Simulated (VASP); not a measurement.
The system is Zn.

```
Zn
1.0
     2.45248    0.00000    0.00000
     0.00000    2.46121    0.00000
     0.00000    0.00000    2.70289
Zn
1
Direct
  0.00000 0.00000 0.00000
```

- Program: VASP 6.6.1
- Task: relaxation of cell and atoms
- Functional: PBE
- Potentials or basis: VASP PAW PBE potentials, release 64 (Zn)
- Cutoff: 600 eV
- k mesh: 8 × 8 × 6
- Occupations: gaussian, width 0.1 eV
- Spin: no spin polarisation

At the start: pressure 8.1 GPa; volume 16.31 Å³/atom.

Where does the relaxation end?

Over 4 steps the energy falls by 64.3 meV/atom and the volume is 18.24 Å³/atom (+11.8 %); space group P4/mmm (No. 123, to 0.05 Å).

Step by step:
| step | energy change (eV) | largest force (eV/Å) | pressure (GPa) | volume (Å³) |
| --- | --- | --- | --- | --- |
| 1 | 0.0000 | 0.0000 | 8.14 | 16.31 |
| 2 | -0.0642 | 0.0000 | -0.25 | 18.33 |
| 3 | -0.0642 | 0.0000 | -0.03 | 18.27 |
| 4 | -0.0643 | 0.0000 | 0.09 | 18.24 |

Final structure:
```
Zn
1.0
     2.60138    0.00000    0.00000
     0.00000    2.60165    0.00000
     0.00000    0.00000    2.69518
Zn
1
Direct
  0.00000 0.00000 0.00000
```

Caveat: the k points lie up to 0.39 Å⁻¹ apart in the final cell.
